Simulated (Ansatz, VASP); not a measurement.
# One calculation of Te2Mo, two programs

```xyz
6
Lattice="3.5182 0.0000 0.0000 -1.7591 3.0469 0.0000 0.0000 0.0000 13.9736" Properties=species:S:1:pos:R:3 pbc="T T T"
Te    0.0000    2.0312    8.6776
Te    1.7591    1.0156    1.6908
Te    0.0000    2.0312   12.2828
Te    1.7591    1.0156    5.2960
Mo    0.0000    2.0312    3.4934
Mo    1.7591    1.0156   10.4802
```

Alike in both runs: task single point; functional r2SCAN; k mesh 6 × 6 × 2; occupations gaussian, width 0.05 eV; collinear spin; Hubbard terms Mo d U = 4.0 eV.

```csv
,VASP,Ansatz
version,VASP 6.6.1,Ansatz 0.2.0
potentials or method,"VASP PAW PBE potentials, release 64 (Te, Mo_sv), cutoff 520 eV","scalar-relativistic, plane waves, PAW"
valence electrons in the cell,52,92
```

Ansatz gave:

* pressure (GPa): 14.5
* traceless stress, the component that is largest in VASP (GPa): -4.23
* rms of the force components (eV/Å): 0.483
* net moment per atom (μB): 0.67
* size of the moment on the site where the two differ most (μB): 2.16

Q: Estimate VASP's values.

A: Pressure (GPa): 3.8; traceless stress, the component that is largest in VASP (GPa): -0.11; rms of the force components (eV/Å): 0.080; net moment per atom (μB): 0.00; size of the moment on the site where the two differ most (μB): 0.00.

The net moments are unlike, so the other rows may belong to different states. VASP's potentials were made for PBE, not for r2SCAN. Site moments also hang on the region over which each program counts them. The programs project onto different local orbitals, so the same U acts differently, and such runs can settle in different states. Atom by atom the forces differ by 0.403 eV/Å (rms over components). VASP's potentials hold 52 valence electrons a cell and Ansatz's 92, so a difference there can come from the potentials and not from the codes. Ansatz's warnings: filled band counts differ across k points, stability check not made.

Spin-orbit coupling is off throughout.
